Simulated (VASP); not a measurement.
InGa3As4:

```
Ga As In
1.0
     5.77920    0.00000    0.00000
     0.00000    5.77920    0.00000
     0.00000    0.00000    5.77920
Ga As In
3 4 1
Direct
  0.50000 0.00000 0.00000
  0.00000 0.50000 0.00000
  0.00000 0.00000 0.50000
  0.75954 0.24046 0.24046
  0.24046 0.75954 0.24046
  0.24046 0.24046 0.75954
  0.75954 0.75954 0.75954
  0.50000 0.50000 0.50000
```

Base run:

| Property | Result |
| --- | --- |
| Program | VASP 6.6.1 |
| Functional | PBE |
| Potentials or basis | VASP PAW PBE potentials, release 64 (Ga_d, As_d, In_d) |
| Cutoff | 510 eV |
| k mesh | 4 × 4 × 4 |
| Occupations | fermi-dirac, width 0.02 eV |
| Spin | no spin polarisation |

Its results: band gap on the k mesh 0.11 eV; pressure 2.6 GPa.

Task: The run is repeated on the same cell with these changes: functional from PBE to r2SCAN; cutoff from 510 eV to 560 eV. What comes out?

Result: Band gap on the k mesh 0.53 eV; pressure 0.0 GPa.

Caveats: semilocal functionals underestimate gaps, and a narrow one can read as zero; spin-orbit coupling is left out, which moves the levels of the heavy elements; the PAW data sets were made with another functional, which shifts forces and pressure a little (at least some runs).

